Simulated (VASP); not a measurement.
Here is a VASP 6.6.1 calculation.

File INCAR:

```
ALGO = Normal
EDIFF = 1E-7
EDIFFG = -0.01
ENCUT = 600
GGA = PS
IBRION = 2
ISIF = 3
ISMEAR = 1
LASPH = True
LCHARG = False
LREAL = False
LWAVE = False
NELM = 100
NSW = 80
PREC = Accurate
SIGMA = 0.1
```

The input KPOINTS:

```
k-points
0
Gamma
  20 20 20
```

File POSCAR:

```
Li
1.0
    3.4500000000      0.0000000000      0.0000000000
    0.0000000000      3.4500000000      0.0000000000
    0.0000000000      0.0000000000      3.4500000000
Li
2
Direct
    0.0000000000      0.0000000000      0.0000000000
    0.5000000000      0.5000000000      0.5000000000
```

Potentials or basis: VASP PAW PBE potentials, release 64 (Li_sv).

The run is started by

```console
$ cat potpaw_PBE.64/Li_sv/POTCAR > POTCAR
$ mpirun -np 1 vasp_std > vasp.out
```

Estimate the space group after relaxing (to 0.1 Å).

Im-3m (No. 229).

Estimate the relaxed cell.

a = 3.424 Å, b = 3.424 Å, c = 3.424 Å, α = 90.00°, β = 90.00°, γ = 90.00°.

The path:
```tsv
step	energy change (eV)	largest force (eV/Å)	pressure (GPa)	volume (Å³)
1	0.0000	0.0000	-0.31	41.06
2	-0.0004	0.0000	-0.24	40.83
3	-0.0010	0.0000	-0.02	40.13
```

Caveat: the cutoff is under 1.25 times the usual one of these potentials, so pressure, stress and relaxed cells hold a basis-set (Pulay) error; the PAW data sets were made with another functional, which shifts forces and pressure a little.
